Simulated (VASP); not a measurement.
# BaS (Fm-3m) in VASP: further runs, part 2 of 2

VASP 6.6.1. Earlier steps stand in the parts before.

## Step 4: Single point, revPBE+D3(BJ) (volume scaled by 1.04)

Contents of INCAR:

```
SYSTEM = BaS
  PREC = Accurate
  ENCUT = 520
  EDIFF = 1E-6
  ISMEAR = 0
  SIGMA = 0.05
  LREAL = .FALSE.
  LASPH = .TRUE.
  NELM = 100
  ALGO = Normal
  ISIF = 2
  LWAVE = .FALSE.
  LCHARG = .TRUE.
  GGA = RE
  IVDW = 12
  LELF = .TRUE.
  LVHAR = .TRUE.
  NBANDS = 15
```

Contents of KPOINTS:

```
regular mesh
0
G
  6 6 6
  0 0 0
```

Contents of POSCAR:

```
BaS
1.0
    0.0000000000      3.2212906064      3.2212906064
    3.2212906064      0.0000000000      3.2212906064
    3.2212906064      3.2212906064      0.0000000000
Ba S
1 1
Direct
    0.5000000000      0.5000000000      0.5000000000
    0.0000000000      0.0000000000      0.0000000000
```

Potentials or basis: VASP PAW PBE potentials, release 64 (Ba_sv, S).

Run with:

```console
$ cat potpaw_PBE.64/Ba_sv/POTCAR potpaw_PBE.64/S/POTCAR > POTCAR
$ mpirun -np 1 vasp_std > vasp.out
```

OUTCAR:

```text
SYSTEM = BaS
   PREC = Accurate
   ENCUT = 520
   EDIFF = 1E-6
   ISMEAR = 0
   LREAL = .FALSE.
   LASPH = .TRUE.
   NELM = 100
   ISIF = 2
   GGA = RE
   IVDW = 12
 IVDW          = 12

 ion  position               nearest neighbor table
   1  0.500  0.500  0.500-   2 3.22   2 3.22   2 3.22   2 3.22   2 3.22   2 3.22
   2  0.000  0.000  0.000-   1 3.22   1 3.22   1 3.22   1 3.22   1 3.22   1 3.22

  LATTYP: Found a face centered cubic cell.
 ALAT       =     6.4425812128

  Lattice vectors:

 A1 = (   0.0000000000,   3.2212906064,   3.2212906064)
 A2 = (   3.2212906064,   0.0000000000,   3.2212906064)
 A3 = (   3.2212906064,   3.2212906064,   0.0000000000)

Analysis of symmetry for initial positions (statically):
=====================================================================
 Subroutine PRICEL returns:
 Original cell was already a primitive cell.

 Routine SETGRP: Setting up the symmetry group for a
 face centered cubic supercell.

 Subroutine GETGRP returns: Found 48 space group operations
 (whereof 48 operations were pure point group operations)
 out of a pool of 48 trial point group operations.

The static configuration has the point symmetry O_h .

Analysis of symmetry for dynamics (positions and initial velocities):
=====================================================================
 Subroutine PRICEL returns:
 Original cell was already a primitive cell.

 Routine SETGRP: Setting up the symmetry group for a
 face centered cubic supercell.

 Subroutine GETGRP returns: Found 48 space group operations
 (whereof 48 operations were pure point group operations)
 out of a pool of 48 trial point group operations.

The dynamic configuration has the point symmetry O_h .

 Subroutine INISYM returns: Found 48 space group operations
 (whereof 48 operations are pure point group operations),
 and found     1 'primitive' translations

----------------------------------------------------------------------------------------

                                     Primitive cell

  volume of cell :      66.8528

  direct lattice vectors                    reciprocal lattice vectors
[... 112 lines left out ...]
  volume of cell :       66.85
 maximum number of plane-waves:      1820
 NGX is ok and might be reduce to    36
   NGX = 17   NGY = 17   NGZ = 17

 number of electron      16.0000001 magnetization

 Free energy of the ion-electron system (eV)
  ---------------------------------------------------
  ext. energy  EPLUGINS =         0.00000000
  ---------------------------------------------------
  free energy    TOTEN  =        -9.69755892 eV

  energy without entropy =       -9.69755892  energy(sigma->0) =       -9.69755892

 E-fermi :   1.6934     XC(G=0):  -8.3562

 val. band max:        1.4095170602   @ k =   0.0000   0.0000   0.0000
 cond. band min:       3.6667076876   @ k =   0.5000   0.5000   0.0000
 fundamental gap:      2.2571906274
 Fermi energy:         1.6933984980

 k-point     1 :       0.0000    0.0000    0.0000
  band No.  band energies     occupation
      1     -24.7806      2.00000
      2      -9.8484      2.00000
      3      -9.8484      2.00000
      4      -9.8484      2.00000
      5      -8.8987      2.00000
      6       1.4095      2.00000
      7       1.4095      2.00000
      8       1.4095      2.00000
      9       5.0571      0.00000
     10       5.3478      0.00000
     11       5.3478      0.00000
     12       5.3478      0.00000
     13       6.1999      0.00000
     14       6.1999      0.00000
[... 257 lines left out ...]
      2     -10.2412      2.00000
      3     -10.2131      2.00000
      4     -10.0840      2.00000
      5      -8.4527      2.00000
      6       0.5509      2.00000
      7       0.8736      2.00000
      8       1.0282      2.00000
      9       4.7133      0.00000
     10       6.9618      0.00000
     11       7.5127      0.00000
     12       8.2812      0.00000
     13       8.8101      0.00000
     14       9.6337      0.00000
     15      11.1557      0.00000

------------------------ aborting loop because EDIFF is reached ----------------------------------------

 Edisp (eV)   -0.94838

 E8    (eV) :    -0.6903

  FORCE on cell =-STRESS in cart. coord.  units (eV):
  Direction    XX          YY          ZZ          XY          YZ          ZX
  --------------------------------------------------------------------------------------
  -------------------------------------------------------------------------------------
  Total      -0.42448    -0.42448    -0.42448     0.00000    -0.00000    -0.00000
  in kB     -10.17308   -10.17308   -10.17308     0.00000    -0.00000    -0.00000
  external pressure =      -10.17 kB  Pullay stress =        0.00 kB

 VOLUME and BASIS-vectors are now :
 -----------------------------------------------------------------------------
  energy-cutoff  :      520.00
  volume of cell :       66.85
      direct lattice vectors                 reciprocal lattice vectors
     0.000000000  3.221290606  3.221290606    -0.155217291  0.155217291  0.155217291
     3.221290606  0.000000000  3.221290606     0.155217291 -0.155217291  0.155217291
     3.221290606  3.221290606  0.000000000     0.155217291  0.155217291 -0.155217291

 POSITION                                       TOTAL-FORCE (eV/Angst)
 -----------------------------------------------------------------------------------
      3.22129      3.22129      3.22129         0.000000     -0.000000     -0.000000
      0.00000      0.00000      0.00000        -0.000000      0.000000      0.000000
 -----------------------------------------------------------------------------------
    total drift:                                0.000000      0.000000      0.000000

  FREE ENERGIE OF THE ION-ELECTRON SYSTEM (eV)
  ---------------------------------------------------
  free  energy   TOTEN  =       -10.6459420377 eV

  energy  without entropy=      -10.6459420377  energy(sigma->0) =      -10.64594204
```

stdout:

```text
POSCAR found type information on POSCAR BaS
 POSCAR found :  2 types and       2 ions
 scaLAPACK will be used
 -----------------------------------------------------------------------------
|                                                                             |
|                                                                             |
|     You enforced a specific xc type in the INCAR file but a different       |
|     I HOPE YOU KNOW WHAT YOU ARE DOING!                                     |
|                                                                             |
 -----------------------------------------------------------------------------

 LDA part: xc-table for (Slater+PW92), standard interpolation
 POSCAR, INCAR and KPOINTS ok, starting setup
 FFT: planning ... GRIDC
 FFT: planning ... GRID_SOFT
 FFT: planning ... GRID
 WAVECAR not read
 entering main loop
```

Wall time 10 s (1 thread of Intel Xeon Platinum 8488C (Sapphire Rapids), shared host); peak memory 0.21 GiB.

Results:

```
Free energy                : -10.6459 eV
Pressure                   : -1.0 GPa
Band gap on the k mesh     : 2.26 eV, indirect (least direct gap 2.40 eV)
Dispersion energy per atom : -0.474 eV
```

Caveat: the cell differs from its parent crystal (volume scaled by 1.04); the PAW data sets were made with another functional, which shifts forces and pressure a little; spin-orbit coupling is left out, which moves the levels of the heavy elements. A k mesh can miss the band edges.

## Step 5: Single point, PBE+D3(BJ)

This run uses another cell than the first one, of 32.58 Å³/atom, 1.004 times its volume.

Contents of INCAR:

```
SYSTEM = BaS
PREC = Accurate
ENCUT = 520
EDIFF = 1E-6
ISMEAR = 0
SIGMA = 0.05
LREAL = .False.
LASPH = .True.
NELM = 100
ALGO = Normal
ISIF = 2
LWAVE = .False.
LCHARG = .False.
GGA = PE
IVDW = 12
NBANDS = 15
```

Contents of KPOINTS:

```
Automatic mesh
0
Gamma
  6 6 6
  0 0 0
```

Contents of POSCAR:

```
BaS
1.0
    0.0000000000      3.1937508250      3.1937508250
    3.1937508250      0.0000000000      3.1937508250
    3.1937508250      3.1937508250      0.0000000000
Ba S
1 1
Direct
    0.5000000000      0.5000000000      0.5000000000
    0.0000000000      0.0000000000      0.0000000000
```

Run with:

```console
$ cat potpaw_PBE.64/Ba_sv/POTCAR potpaw_PBE.64/S/POTCAR > POTCAR
$ mpirun -np 1 vasp_std > vasp.out
```

Wall time 9.4 s (1 thread of Intel Xeon Platinum 8488C (Sapphire Rapids), shared host); peak memory 0.21 GiB.

The run converged. Its results:

```yaml
Free_energy: -10.7395 eV
Pressure: 0.0 GPa
Band_gap_on_the_k_mesh: 2.11 eV, indirect (least direct gap 2.24 eV)
Dispersion_energy_per_atom: -0.277 eV
```

Levels at points of the mesh, in eV from the valence-band top:
| k point | band 4 | band 5 | band 6 | band 7 | band 8 | band 9 | band 10 | band 11 | band 12 | band 13 |
| --- | --- | --- | --- | --- | --- | --- | --- | --- | --- | --- |
| (0.00, 0.00, 0.00) | -11.13 | -10.36 | 0.00 | 0.00 | 0.00 | 3.60 | 3.87 | 3.87 | 3.87 | 4.79 |
| (0.50, 0.00, 0.00) | -11.17 | -9.12 | -1.94 | -1.09 | -1.09 | 5.54 | 5.69 | 6.31 | 6.31 | 8.94 |
| (0.50, 0.50, 0.00) | -11.32 | -10.27 | -0.52 | -0.14 | -0.14 | 2.11 | 5.93 | 6.03 | 7.49 | 7.49 |

Caveat: spin-orbit coupling is left out, which moves the levels of the heavy elements. A k mesh can miss the band edges.

## Step 6: Single point, PBE+D3(BJ)

Contents of INCAR:

```
SYSTEM = BaS
ALGO = Normal
EDIFF = 1E-6
ENCUT = 520
GGA = PE
ISIF = 2
ISMEAR = 0
IVDW = 12
LASPH = .True.
LCHARG = .False.
LREAL = .False.
LWAVE = .False.
NBANDS = 15
NELM = 80
PREC = Accurate
SIGMA = 0.05
```

Contents of KPOINTS:

```
k-points
0
Gamma
  6 6 6
  0 0 0
```

Contents of POSCAR:

```
BaS
1.0
    0.0000000000      3.1894868001      3.1894868001
    3.1894868001      0.0000000000      3.1894868001
    3.1894868001      3.1894868001      0.0000000000
Ba S
1 1
Direct
    0.5000000000      0.5000000000      0.5000000000
    0.0000000000      0.0000000000      0.0000000000
```

Potentials or basis: VASP PAW PBE potentials, release 64 (Ba_sv, S).

Run with:

```console
$ cat potpaw_PBE.64/Ba_sv/POTCAR potpaw_PBE.64/S/POTCAR > POTCAR
$ mpirun -np 1 vasp_std > vasp.out
```

Wall time 9.4 s (1 thread of Intel Xeon Platinum 8488C (Sapphire Rapids), shared host); peak memory 0.21 GiB.

Results (log left out):

| Quantity | Value |
| --- | --- |
| Free energy | -10.7393 eV |
| Pressure | 0.2 GPa |
| Band gap on the k mesh | 2.10 eV, indirect (least direct gap 2.23 eV) |
| Dispersion energy per atom | -0.279 eV |

Levels at points of the mesh, in eV from the valence-band top:
```csv
k point,band 6,band 7,band 8,band 9,band 10,band 11
"(0.00, 0.00, 0.00)",0.00,0.00,0.00,3.62,3.87,3.87
"(0.50, 0.00, 0.00)",-1.94,-1.09,-1.09,5.56,5.70,6.32
"(0.50, 0.50, 0.00)",-0.52,-0.13,-0.13,2.10,5.94,6.05
```

Caveat: spin-orbit coupling is left out, which moves the levels of the heavy elements.

## Step 7: The runs side by side

```csv
level,cell,gap on the mesh (eV),pressure (GPa)
revPBE+D3(BJ),"a = 4.511 Å, angles 60.0°, 2 atoms",2.21,0.2
revPBE+D3(BJ),"a = 4.526 Å, angles 60.0°, 2 atoms",2.23,-0.2
revPBE+D3(BJ),"a = 4.556 Å, angles 60.0°, 2 atoms",2.26,-1.0
PBE+D3(BJ),"a = 4.517 Å, angles 60.0°, 2 atoms",2.11,0.0
PBE+D3(BJ),"a = 4.511 Å, angles 60.0°, 2 atoms",2.10,0.2
```

Alike in all rows: task single point; potentials or basis VASP PAW PBE potentials, release 64 (Ba_sv, S); no spin polarisation; k mesh 6 × 6 × 6; cutoff (eV) 520; smearing gaussian 0.05 eV.

Caveats: spin-orbit coupling is left out, which moves the levels of the heavy elements; the PAW data sets were made with another functional, which shifts forces and pressure a little (some runs).

Absolute energies hang on the potentials; compare differences alone.
